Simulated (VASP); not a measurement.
# Al2O3 (P6/mmm) in VASP: further runs, part 2 of 2

VASP 6.6.1. The steps go on from the part before.

## 3. Relaxation of cell and atoms, PBE

INCAR reads:

```
  ALGO = Normal
  EDIFF = 1E-6
  EDIFFG = -0.01
  ENCUT = 600
  GGA = PE
  IBRION = 2
  ISIF = 3
  ISMEAR = 0
  LASPH = T
  LCHARG = F
  LREAL = F
  LWAVE = F
  NELM = 100
  NSW = 100
  PREC = Accurate
  SIGMA = 0.02
```

KPOINTS reads:

```
k-points
0
Gamma
  6 6 10
```

POSCAR reads:

```
Al2O3
1.0
    5.0555890303      0.0000000000      0.0000000000
   -2.5277945151      4.3782685313      0.0000000000
    0.0000000000      0.0000000000      2.5287867548
Al O
2 3
Direct
    0.3333333333      0.6666666667      0.5000000000
    0.6666666667      0.3333333333      0.5000000000
    0.5000000000      0.0000000000      0.0000000000
    0.0000000000      0.5000000000      0.0000000000
    0.5000000000      0.5000000000      0.0000000000
```

Potentials or basis: VASP PAW PBE potentials, release 64 (Al, O).

Started as:

```bash
> cat potpaw_PBE.64/Al/POTCAR potpaw_PBE.64/O/POTCAR > POTCAR
> mpirun -np 1 vasp_std > vasp.out
```

OUTCAR:

```text
EDIFF = 1E-6
   EDIFFG = -0.01
   ENCUT = 600
   GGA = PE
   IBRION = 2
   ISIF = 3
   ISMEAR = 0
   LASPH = T
   LREAL = F
   NELM = 100
   NSW = 100
   PREC = Accurate

 ion  position               nearest neighbor table
   1  0.333  0.667  0.500-   3 1.93   3 1.93   4 1.93   4 1.93   5 1.93   5 1.93   2 2.92   2 2.92
                             2 2.92
   2  0.667  0.333  0.500-   3 1.93   3 1.93   4 1.93   4 1.93   5 1.93   5 1.93   1 2.92   1 2.92
                             1 2.92
   3  0.500  0.000  0.000-   1 1.93   2 1.93   1 1.93   2 1.93
   4  0.000  0.500  0.000-   1 1.93   2 1.93   1 1.93   2 1.93
   5  0.500  0.500  0.000-   1 1.93   2 1.93   1 1.93   2 1.93

  LATTYP: Found a hexagonal cell.
 ALAT       =     5.0555890303
 C/A-ratio  =     0.5001962659

  Lattice vectors:

 A1 = (   5.0555890303,   0.0000000000,   0.0000000000)
 A2 = (  -2.5277945151,   4.3782685313,   0.0000000000)
 A3 = (   0.0000000000,   0.0000000000,   2.5287867548)

Analysis of symmetry for initial positions (statically):
=====================================================================
 Subroutine PRICEL returns:
 Original cell was already a primitive cell.

 Routine SETGRP: Setting up the symmetry group for a
 hexagonal supercell.

[... 178 lines left out ...]
  Direction    XX          YY          ZZ          XY          YZ          ZX
  --------------------------------------------------------------------------------------
  -------------------------------------------------------------------------------------
  Total       -0.0761571     -0.0761571     -0.1737795     -0.0000000      0.0000000      0.0000000
  in kB       -2.1798893     -2.1798893     -4.9741933     -0.0000000      0.0000000      0.0000000
  external PRESSURE =      -3.1113239 kB  Pullay stress =       0.0000000 kB
[... 65 lines left out ...]
--------------------------------------- Ionic step        3  -------------------------------------------

 number of electron      24.0000016 magnetization

 Free energy of the ion-electron system (eV)
  ---------------------------------------------------
  ext. energy  EPLUGINS =         0.00000000
  ---------------------------------------------------
  free energy    TOTEN  =       -35.62759152 eV

  energy without entropy =      -35.62759152  energy(sigma->0) =      -35.62759152

 E-fermi :   4.5216     XC(G=0):  -9.7472

 val. band max:        4.3768010754   @ k =   0.0000   0.0000   0.5000
 cond. band min:       7.9532328259   @ k =   0.0000   0.0000   0.0000
 fundamental gap:      3.5764317505
 Fermi energy:         4.5215823180

 k-point     1 :       0.0000    0.0000    0.0000
  band No.  band energies     occupation
      1     -15.6421      2.00000
      2     -13.5983      2.00000
      3     -13.5983      2.00000
      4      -4.7974      2.00000
      5      -0.7224      2.00000
      6      -0.7224      2.00000
[... 433 lines left out ...]
      3     -12.9270      2.00000
      4      -2.8002      2.00000
      5      -1.6933      2.00000
      6      -0.6226      2.00000
[... 8 lines left out ...]
     15      12.8040      0.00000
     16      13.6104      0.00000

 [... further k-points ...]
[... 5 lines left out ...]
  --------------------------------------------------------------------------------------
  -------------------------------------------------------------------------------------
  Total       -0.0204231     -0.0204231      0.0196988     -0.0000000     -0.0000000     -0.0000000
  in kB       -0.5854689     -0.5854689      0.5647045     -0.0000000     -0.0000000     -0.0000000
  external PRESSURE =      -0.2020778 kB  Pullay stress =       0.0000000 kB
[... 20 lines left out ...]
  FREE ENERGIE OF THE ION-ELECTRON SYSTEM (eV)
  ---------------------------------------------------
  free  energy   TOTEN  =       -35.6275915227 eV

  energy  without entropy=      -35.6275915227  energy(sigma->0) =      -35.62759152

 reached required accuracy - stopping structural energy minimisation
```

It took 25 s on 1 thread of Intel Xeon 6975P-C (Granite Rapids), shared host; peak memory 0.19 GiB.

What came out:

```yaml
Free_energy: -35.6276 eV
Relaxed_volume: 11.18 Å³/atom
Relaxed_cell: a = 5.054 Å, b = 5.054 Å, c = 2.527 Å, α = 90.00°, β = 90.00°, γ = 120.00°
Space_group_after_relaxing_to_0.05_Å: P6/mmm (No. 191)
Energy_gained_by_relaxing: 0.0 meV/atom
Ionic_steps: 3
Pressure_after_relaxing: 0.0 GPa
Band_gap_on_the_k_mesh: 3.58 eV, indirect (least direct gap 4.20 eV)
```

Final structure:
```
CELL_PARAMETERS angstrom
5.05380 0.00000 0.00000
-2.52690 4.37672 0.00000
0.00000 0.00000 2.52675
ATOMIC_POSITIONS crystal
Al 0.33333 0.66667 0.50000
Al 0.66667 0.33333 0.50000
O 0.50000 0.00000 0.00000
O 0.00000 0.50000 0.00000
O 0.50000 0.50000 0.00000
```

A k mesh can miss the band edges.

## 4. Relaxation of cell and atoms, PBE

This run uses another cell than the first one, of 10.68 Å³/atom, 0.954 times its volume.

INCAR reads:

```
PREC = Accurate
ENCUT = 910
EDIFF = 1E-7
ISMEAR = 0
SIGMA = 0.1
LREAL = False
LASPH = True
NELM = 120
ALGO = Normal
ISIF = 3
LWAVE = False
LCHARG = False
GGA = PE
IBRION = 2
NSW = 90
EDIFFG = -0.04
GGA_COMPAT = False
NELMIN = 4
```

KPOINTS reads:

```
Automatic mesh
0
Gamma
  6 6 4
```

POSCAR reads:

```
Al2O3
1.0
    3.9036815800      0.0000000000      0.0000000000
   -1.9518407900      3.3806874200      0.0000000000
    0.0000000000      0.0000000000      4.0472309200
Al O
2 3
Direct
    0.3333333300      0.6666666700      0.5000000000
    0.6666666700      0.3333333300      0.5000000000
    0.5000000000      0.0000000000      0.0000000000
    0.0000000000      0.5000000000      0.0000000000
    0.5000000000      0.5000000000      0.0000000000
```

Potentials or basis: VASP PAW PBE potentials, release 64 (Al, O_h).

Started as:

```bash
> cat potpaw_PBE.64/Al/POTCAR potpaw_PBE.64/O_h/POTCAR > POTCAR
> mpirun -np 1 vasp_std > vasp.out
```

Wall time 7.1 min (1 thread of Intel Xeon Platinum 8488C (Sapphire Rapids), shared host); peak memory 0.27 GiB.

The run converged. Its results:

```yaml
Free_energy: -34.4609 eV
Relaxed_volume: 10.36 Å³/atom
Relaxed_cell: a = 4.868 Å, b = 4.868 Å, c = 2.523 Å, α = 90.00°, β = 90.00°, γ = 120.00°
Space_group_after_relaxing_to_0.05_Å: P6/mmm (No. 191)
Energy_gained_by_relaxing: 3063.3 meV/atom
Ionic_steps: 17
Pressure_after_relaxing: -0.2 GPa
Band_gap_on_the_k_mesh: 3.41 eV, indirect (least direct gap 4.02 eV)
```

Stress tensor (GPa, compression positive):
```
-0.29  0.00  0.00
 0.00 -0.29  0.00
 0.00  0.00  0.05
```

The path:
| step | energy change (eV) | largest force (eV/Å) | pressure (GPa) | volume (Å³) |
| --- | --- | --- | --- | --- |
| 1 | 0.0000 | 0.0000 | 28.60 | 53.41 |
| 2 | -4.0836 | 0.0000 | -16.27 | 68.22 |
| 3 | -5.5661 | 0.0000 | -38.55 | 77.30 |
| 4 | -7.8113 | 0.0000 | -50.91 | 77.87 |
| 5 | -8.6062 | 0.0000 | -57.00 | 77.79 |
| 6 | -12.1408 | 0.0000 | -50.37 | 68.37 |
| 7 | -14.1112 | 0.0000 | -35.57 | 60.47 |
| 8 | -10.5088 | 0.0000 | 51.67 | 45.93 |
| 9 | -14.4023 | 0.0000 | -25.92 | 57.40 |
| 10 | -14.4133 | 0.0000 | -21.64 | 56.29 |
| 11 | -15.1169 | 0.0000 | -10.19 | 53.74 |
| 12 | -15.3116 | 0.0000 | -0.56 | 51.85 |
| 13 | -15.3154 | 0.0000 | 1.08 | 51.54 |
| 14 | -15.3151 | 0.0000 | 0.57 | 51.64 |
| 15 | -15.3160 | 0.0000 | -0.05 | 51.75 |
| 16 | -15.3161 | 0.0000 | -0.51 | 51.84 |
| 17 | -15.3164 | 0.0000 | -0.17 | 51.78 |

Final structure:
```yaml
crystal:
  lattice:
    - [4.86801, 0.00000, 0.00000]
    - [-2.43401, 4.21582, 0.00000]
    - [0.00000, 0.00000, 2.52284]
  atoms:
    - { symbol: Al, position: [0.33333, 0.66667, 0.50000] }
    - { symbol: Al, position: [0.66667, 0.33333, 0.50000] }
    - { symbol: O, position: [0.50000, 0.00000, 0.00000] }
    - { symbol: O, position: [0.00000, 0.50000, 0.00000] }
    - { symbol: O, position: [0.50000, 0.50000, 0.00000] }
```

Levels at points of the mesh, in eV from the valence-band top:
```tsv
k point	band 10	band 11	band 12	band 13	band 14	band 15
(0.00, 0.00, 0.00)	-1.57	-1.57	-0.61	3.41	7.83	9.24
(0.50, 0.00, 0.00)	-2.20	-1.88	-1.14	6.04	6.16	9.23
(0.00, 0.00, 0.50)	-0.90	-0.90	0.00	5.50	6.85	6.85
(0.50, 0.00, 0.50)	-2.65	-1.96	-0.43	5.83	7.71	8.83
```

Caveat: the cutoff is under 1.25 times the usual one of these potentials, so pressure, stress and relaxed cells hold a basis-set (Pulay) error. A hybrid or GW would open this gap; PBE tends to underestimate it.

## 5. Summary

| potentials or basis | cell | k mesh | cutoff (eV) | smearing | second run | gap on the mesh (eV) | pressure (GPa) | relaxed volume (Å³/atom) |
| --- | --- | --- | --- | --- | --- | --- | --- | --- |
| VASP PAW PBE potentials, release 64 (Al, O) | relaxed from a = 5.056, b = 5.056, c = 2.529 Å, angles 90.0, 90.0, 120.0°, 5 atoms | 6 × 6 × 6 | 600 | gaussian 0.1 eV | - | 3.56 | -0.3 | - |
| VASP PAW PBE potentials, release 64 (Al, O) | relaxed from a = 5.056, b = 5.056, c = 2.529 Å, angles 90.0, 90.0, 120.0°, 5 atoms | 6 × 6 × 10 | 600 | gaussian 0.02 eV | - | 3.58 | 0.0 | 11.18 |
| VASP PAW PBE potentials, release 64 (Al, O_h) | relaxed from a = 3.904, b = 3.904, c = 4.047 Å, angles 90.0, 90.0, 120.0°, 5 atoms | 6 × 6 × 4 | 910 | gaussian 0.1 eV | hard_potentials | 3.41 | -0.2 | 10.36 |

Alike in all rows: task relaxation of cell and atoms; level PBE; no spin polarisation.

Caveats: the relaxation stopped at its first step, so nothing moved (some runs); the cutoff is under 1.25 times the usual one of these potentials, so pressure, stress and relaxed cells hold a basis-set (Pulay) error (some runs).

Absolute energies hang on the potentials; compare differences alone.
